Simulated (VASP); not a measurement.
Wanted: the native input for a VASP 6.6.1 run.

* Task: single point
* Functional: PBEsol
* Potentials or basis: VASP PAW PBE potentials, release 64 (Mg)
* Cutoff: 520 eV
* k mesh: 18 × 18 × 4
* Occupations: gaussian, width 0.1 eV
* Spin: no spin polarisation
* Dipole correction: no
* Further INCAR settings: ALGO = Fast; EDIFF = 1e-07; NBANDS = 12

The structure of Mg lies in POSCAR:

```
Mg
1.0
    3.1908600285      0.0000000000      0.0000000000
   -1.5954300142      2.7633658446      0.0000000000
    0.0000000000      0.0000000000     10.2412620846
Mg
4
Direct
    0.0000000000      0.0000000000      0.0000000000
    0.3333333333      0.6666666667      0.2500000000
    0.0000000000      0.0000000000      0.5000000000
    0.6666666667      0.3333333333      0.7500000000
```

These files were run (other wordings do the same):

INCAR

```
SYSTEM = Mg
ALGO     = Fast           ! electronic algorithm
EDIFF    = 1E-7           ! SCF threshold, eV
ENCUT    = 520            ! plane-wave cutoff, eV
GGA      = PS             ! functional
ISIF     = 2              ! what is computed and relaxed
ISMEAR   = 0              ! smearing method
LASPH    = .TRUE.         ! aspherical terms in the spheres
LCHARG   = .FALSE.        ! write CHGCAR
LREAL    = .FALSE.        ! projectors in reciprocal space
LWAVE    = .FALSE.        ! write WAVECAR
NBANDS   = 12             ! bands
NELM     = 60             ! most SCF steps
PREC     = Accurate       ! precision mode
SIGMA    = 0.1            ! smearing width, eV
```

KPOINTS

```
k-points
0
G
  18 18 4
  0 0 0
```

Potentials or basis: VASP PAW PBE potentials, release 64 (Mg).

Run with:

```console
$ cat potpaw_PBE.64/Mg/POTCAR > POTCAR
$ mpirun -np 1 vasp_std > vasp.out
```

It gave:

The pressure is 0.0 GPa and the band gap on the k mesh is zero (bands 4 and 5 overlap by 2.13 eV).

Caveat: the PAW data sets were made with another functional, which shifts forces and pressure a little.

It took 34 s on 1 thread of Intel(R) Xeon(R) 6975P-C (Granite Rapids), on a shared host, peak memory 0.26 GiB.
